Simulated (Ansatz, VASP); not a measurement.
**One calculation of FeGe, two programs**

```
Ge Fe
1.0
     5.03070    0.00000    0.00000
    -2.51535    4.35671    0.00000
     0.00000    0.00000    4.14302
Ge Fe
3 3
Cartesian
  2.5154 1.4522 2.0715
  0.0000 2.9045 2.0715
  0.0000 0.0000 0.0000
  -1.2577 2.1784 0.0000
  1.2577 2.1784 0.0000
  2.5154 0.0000 0.0000
```

Change from the starting cell: volume scaled by 1.02.

Alike in both runs: task single point; functional PBEsol; k mesh 6 × 6 × 7; occupations fermi-dirac, width 0.05 eV; collinear spin.

```csv
,VASP,Ansatz
version,VASP 6.6.1,Ansatz 0.2.0
potentials or method,"VASP PAW PBE potentials, release 64 (Ge_d, Fe), cutoff 520 eV","all-electron LAPW, scalar-relativistic"
```

Ansatz gave:

- gap on the k mesh at the Fermi level (eV): none
- pressure (GPa): -12.3
- traceless stress, the component that is largest in VASP (GPa): -0.07
- net moment per atom (μB): 0.73
- size of the moment on the site where the two differ most (μB): 1.56

Task: What did VASP give for the same quantities?

Result: gap on the k mesh at the Fermi level (eV): none; pressure (GPa): -12.2; traceless stress, the component that is largest in VASP (GPa): -0.17; net moment per atom (μB): 0.72; size of the moment on the site where the two differ most (μB): 1.53.

VASP's potentials were made for PBE, not for PBEsol. Site moments also hang on the region over which each program counts them. A gap of «none» marks a metal or a gap that the smearing closes. Ansatz ran all-electron here, and VASP with PAW potentials.
